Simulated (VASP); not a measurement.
Runs of VASP 6.6.1 on Nb. The structure is that of space group P6_3/mmc (No. 194), or close to it. The cells are those of the table. 

```tsv
cell	gap on the mesh (eV)	pressure (GPa)
a = 2.721, b = 2.721, c = 5.019 Å, angles 90.0, 90.0, 120.0°, 2 atoms	none	19.9
a = 2.619, b = 2.619, c = 4.762 Å, angles 90.0, 90.0, 120.0°, 2 atoms	none	60.0
a = 2.797, b = 2.797, c = 5.216 Å, angles 90.0, 90.0, 120.0°, 2 atoms	none	-0.1
a = 2.665, b = 2.665, c = 4.874 Å, angles 90.0, 90.0, 120.0°, 2 atoms	none	(a)
```

Alike in all rows: task single point; level LDA; potentials or basis VASP PAW LDA potentials, release 64 (Nb_sv); no spin polarisation; k mesh 9 × 9 × 5; cutoff (eV) 520; smearing fermi-dirac 0.1 eV.

**Question.** Fill in the values left out.

**Answer.** (a) 40.0.

A k mesh can miss the band edges, and the runs leave out spin-orbit coupling on Nb.

A gap of «none» marks levels without a gap at the run's occupations.
